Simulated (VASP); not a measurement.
Write the native input for VASP 6.6.1 that does the following.

- Task: single point
- Functional: PBE
- Potentials or basis: VASP PAW PBE potentials, release 64 (S, C)
- Cutoff: 520 eV
- k mesh: 1 × 1 × 1
- Occupations: fermi-dirac, width 0.02 eV
- Spin: no spin polarisation
- Dipole correction: no
- Further INCAR settings: LREAL = Auto; ALGO = Normal; EDIFF = 1e-07; NBANDS = 82

The structure of CS2 lies in POSCAR:

```
CS2
1.0
    8.9628090000      0.0000000000      0.0000000000
    0.0000000000      8.9628090000      0.0000000000
    0.0000000000      0.0000000000      8.9628090000
S C
16 8
Direct
    0.0403333375      0.1959653497      0.0225264200
    0.0878407651     -0.1599498550      0.0217231004
    0.6724565926      0.3606235500      0.1649929168
    0.6465606932      0.5845488842      0.4237176091
    0.1853994657      0.1502765483      0.7069881775
    0.3964940009     -0.1189693990      0.8115089812
    0.7432156593      0.8510055274      0.8312460971
    0.8960137386      0.5603154100      0.7945388550
    0.2731286587      0.5025768149      0.5273012066
    0.0258735849      0.6428341829      0.3064887358
    0.5256499385      0.8067336925      0.1284195613
    0.3344375630      0.5281491550      0.0847279017
    0.3955791092      0.0659056776      0.3875793850
    0.4213299647      0.0942003785      0.0378564354
    0.7375924222     -0.0823737290      0.4564528821
    0.8626313469      0.2278973032      0.5169584669
    0.0527624766      0.0138795773      0.0311286339
    0.6712404560      0.4849484129      0.2872090658
    0.2773907153      0.0058017526      0.7599514840
    0.8176231358      0.7067427187      0.8257121177
    0.1533894117      0.5876171187      0.4125157638
    0.4295193616      0.6616787215      0.1230752546
    0.4107640808      0.0869481878      0.2153119630
    0.8131937209      0.0699445899      0.4506399724
```

These files were run (other wordings do the same):

INCAR

```
  ALGO = Normal
  EDIFF = 1E-7
  ENCUT = 520
  GGA = PE
  ISIF = 2
  ISMEAR = -1
  LASPH = True
  LCHARG = False
  LREAL = Auto
  LWAVE = False
  NBANDS = 82
  NELM = 100
  PREC = Accurate
  SIGMA = 0.02
```

KPOINTS

```
k-points
0
Gamma
  1 1 1
```

Potentials or basis: VASP PAW PBE potentials, release 64 (S, C).

Run with:

```console
$ cat potpaw_PBE.64/S/POTCAR potpaw_PBE.64/C/POTCAR > POTCAR
$ mpirun -np 1 vasp_gam > vasp.out
```

It gave:

- Pressure: 1.4 GPa
- Largest force: 6.322 eV/Å
- Band gap on the k mesh: 2.14 eV

Caveat: the k points lie up to 0.70 Å⁻¹ apart.

It took 70 s on 1 thread of Intel(R) Xeon(R) Platinum 8481C CPU @ 2.70GHz (Sapphire Rapids), with other jobs on the host, peak memory 0.65 GiB.
